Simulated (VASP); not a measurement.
Wanted: the native input for a VASP 6.6.1 run.

| Item | Value |
| --- | --- |
| Task | single point |
| Functional | PBEsol |
| Potentials or basis | VASP PAW PBE potentials, release 64 (Sn_d, O) |
| Cutoff | 520 eV |
| k mesh | 12 × 12 × 12 |
| Occupations | gaussian, width 0.05 eV |
| Spin | no spin polarisation |
| Dipole correction | no |
| Further INCAR settings | ALGO = Normal; EDIFF = 1e-06; NBANDS = 20 |

The structure of SnO2 lies in POSCAR:

```
SnO2
1.0
    1.5786500000      0.9114340025      4.0575333333
   -1.5786500000      0.9114340025      4.0575333333
    0.0000000000     -1.8228680049      4.0575333333
Sn O
1 2
Direct
    0.5000000000      0.5000000000      0.5000000000
    0.2414378084      0.2414378084      0.2414378084
    0.7585621916      0.7585621916      0.7585621916
```

These files were run (other wordings do the same):

INCAR

```
PREC = Accurate
ENCUT = 520
EDIFF = 1E-6
ISMEAR = 0
SIGMA = 0.05
LREAL = F
LASPH = T
NELM = 60
ALGO = Normal
ISIF = 2
LWAVE = F
LCHARG = F
GGA = PS
NBANDS = 20
```

KPOINTS

```
regular mesh
0
Gamma
  12 12 12
```

Potentials or basis: VASP PAW PBE potentials, release 64 (Sn_d, O).

Run with:

```bash
$ cat potpaw_PBE.64/Sn_d/POTCAR potpaw_PBE.64/O/POTCAR > POTCAR
$ mpirun -np 1 vasp_std > vasp.out
```

Results of the run:

```json
{
 "Pressure": "20.5 GPa",
 "Largest force": "1.548 eV/Å",
 "Band gap on the k mesh": "2.22 eV, indirect (least direct gap 2.31 eV)"
}
```

Caveat: the PAW data sets were made with another functional, which shifts forces and pressure a little; spin-orbit coupling is left out, which moves the levels of the heavy elements.

Wall time 110 s on 1 thread of AMD EPYC 9R45 96-Core Processor (Zen 5), on a shared host, peak memory 0.26 GiB.
